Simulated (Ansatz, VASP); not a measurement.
Two plane-wave programs on Ti

File INCAR:

```
ALGO = Normal ; EDIFF = 1E-7
ENCUT = 520 ; GGA = CA
ISIF = 2 ; ISMEAR = 0
LASPH = T ; LCHARG = F
LREAL = F ; LWAVE = F
NBANDS = 12 ; NELM = 80
PREC = Accurate ; SIGMA = 0.1
```

The input KPOINTS:

```
k-points
0
Gamma
  8 8 8
```

File POSCAR:

```
Ti
1.0
   -1.5873429063      1.5873429063      1.5873429063
    1.5873429063     -1.5873429063      1.5873429063
    1.5873429063      1.5873429063     -1.5873429063
Ti
1
Direct
    0.0000000000      0.0000000000      0.0000000000
```

Input for Ansatz:

```yaml
crystal:
  lattice:
    - [-1.5873429063260707, 1.5873429063260711, 1.5873429063260716]
    - [1.5873429063260707, -1.5873429063260711, 1.5873429063260698]
    - [1.5873429063260707, 1.5873429063260704, -1.5873429063260716]
  atoms:
    - { symbol: Ti, position: [1.0357653715866624e-34, -6.275148650949853e-34, -1.129706517806417e-33] }
basis:
  ecutwfc: 470.0
kpoints:
  mp_grid:
    grid: [8, 8, 8]
hamiltonian:
  xc: lda
scf:
  occupations:
    method: gaussian
output:
  forces: true
  stress: true
```

Alike in both runs: task single point; functional LDA; k mesh 8 × 8 × 8; no spin polarisation.

|  | VASP | Ansatz |
| --- | --- | --- |
| version | VASP 6.6.1 | Ansatz 0.2.0 |
| potentials or method | VASP PAW LDA potentials, release 64 (Ti_sv), cutoff 520 eV | plane waves, PAW |
| occupations | gaussian, width 0.1 eV | gaussian |
| valence electrons in the cell | 12 | 12 |

Ansatz gave:

* pressure (GPa): -0.8

Estimate VASP's values.

pressure (GPa): -0.9.

LDA's correlation is that of Perdew and Zunger in VASP and of Perdew and Wang (1992) in Ansatz.
